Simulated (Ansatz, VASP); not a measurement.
## Ir: VASP beside Ansatz

The input INCAR:

```
PREC = Accurate
ENCUT = 520
EDIFF = 1E-6
ISMEAR = 0
SIGMA = 0.1
LREAL = F
LASPH = T
NELM = 80
ALGO = Normal
ISIF = 2
LWAVE = F
LCHARG = F
GGA = PS
NBANDS = 10
```

File KPOINTS:

```
regular mesh
0
Gamma
  15 15 15
```

The input POSCAR:

```
Ir
1.0
    2.6728587958      0.0000000000      0.0000000000
   -1.3364293979      2.3147636179      0.0000000000
    1.3364293979      0.7715878726      2.2260493450
Ir
1
Direct
    0.0000000000      0.0000000000      0.0000000000
```

Input for Ansatz:

```yaml
crystal:
  lattice:
    - [2.6728587958, 0.0, 0.0]
    - [-1.3364293979, 2.3147636179, 0.0]
    - [1.3364293979, 0.7715878726, 2.226049345]
  atoms:
    - { symbol: Ir, position: [0.0, 0.0, 0.0] }
basis:
  ecutwfc: 420
kpoints:
  mp_grid: { grid: [15, 15, 15] }
hamiltonian:
  xc: pbesol
scf:
  occupations: { method: gaussian, width: 0.1 }
output:
  forces: true
  stress: true
  eigenvalues: true
  write_density: true
  write_potential: true
  elf: true
  volumetric_format: npy
```

Change from the starting cell: band edges of the strained film's bulk.

Alike in both runs: task single point; functional PBEsol; k mesh 15 × 15 × 15; occupations gaussian, width 0.1 eV; no spin polarisation.

|  | VASP | Ansatz |
| --- | --- | --- |
| version | VASP 6.6.1 | Ansatz 0.2.0 |
| potentials or method | VASP PAW PBE potentials, release 64 (Ir), cutoff 520 eV | scalar-relativistic, plane waves, PAW |
| valence electrons in the cell | 9 | 17 |

|  | VASP | Ansatz | Ansatz less VASP |
| --- | --- | --- | --- |
| gap on the k mesh at the Fermi level (eV) | none | none | - |
| pressure (GPa) | 9.3 | 8.2 | -1.16 |
| traceless stress, the component that is largest in VASP (GPa) | -8.20 | -8.18 | +0.027 |

VASP's potentials were made for PBE, not for PBEsol. A gap of «none» marks a metal or a gap that the smearing closes. VASP's potentials hold 9 valence electrons a cell and Ansatz's 17, so a difference there can come from the potentials and not from the codes.

Neither program's run includes spin-orbit coupling.
